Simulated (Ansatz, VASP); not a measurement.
**MgO in VASP and in Ansatz**

```xyz
2
Lattice="0.0000 1.9895 1.9895 1.9895 0.0000 1.9895 1.9895 1.9895 0.0000" Properties=species:S:1:pos:R:3 pbc="T T T"
Mg    0.0000    0.0000    0.0000
O     1.9895    1.9895    1.9895
```

Change from the starting cell: hydrostatic strain -5.4%.

Alike in both runs: task single point; functional PBE; k mesh 10 × 10 × 10; occupations fermi-dirac, width 0.02 eV; no spin polarisation.

```csv
,VASP,Ansatz
version,VASP 6.6.1,Ansatz 0.2.0
potentials or method,"VASP PAW PBE potentials, release 64 (Mg, O)","plane waves, PAW"
plane-wave cutoff (eV),520,420
valence electrons in the cell,8,16
```

```csv
,VASP,Ansatz,Ansatz less VASP
gap on the k mesh at the Fermi level (eV),6.58,6.58,+0.008
pressure (GPa),44.7,45.1,+0.45
```

Both programs put the cell under a high pressure, so it lies far from rest at this level. VASP's potentials hold 8 valence electrons a cell and Ansatz's 16, so a difference there can come from the potentials and not from the codes.
